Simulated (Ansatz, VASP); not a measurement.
## Ca2W: VASP beside Ansatz

```
Ca W
1.0
     0.00000    4.18077    4.18077
     4.18077    0.00000    4.18077
     4.18077    4.18077    0.00000
Ca W
4 2
Direct
  0.62500 0.62500 0.62500
  0.12500 0.62500 0.62500
  0.62500 0.62500 0.12500
  0.62500 0.12500 0.62500
  0.00000 0.00000 0.00000
  0.25000 0.25000 0.25000
```

Alike in both runs: task relaxation of cell and atoms; functional PBE; k mesh 8 × 8 × 8; occupations gaussian, width 0.1 eV; no spin polarisation.

|  | VASP | Ansatz |
| --- | --- | --- |
| version | VASP 6.6.1 | Ansatz 0.2.0 |
| potentials or method | VASP PAW PBE potentials, release 64 (Ca_sv, W_sv), cutoff 600 eV | scalar-relativistic, plane waves, PAW |
| valence electrons in the cell | 68 | 68 |

Ansatz gave:

```
gap on the k mesh at the Fermi level, each at its own relaxed structure (eV) : none
relaxed volume (Å³/atom)                                                     : 24.46
relaxed length of the cell vector where the two differ most in proportion (Å)              : 5.920
```

Q: Estimate VASP's values.

A: gap on the k mesh at the Fermi level, each at its own relaxed structure (eV): none; relaxed volume (Å³/atom): 24.52; relaxed length of the cell vector where the two differ most in proportion (Å): 5.926.

A gap of «none» marks a metal or a gap that the smearing closes.

Neither program's run includes spin-orbit coupling.
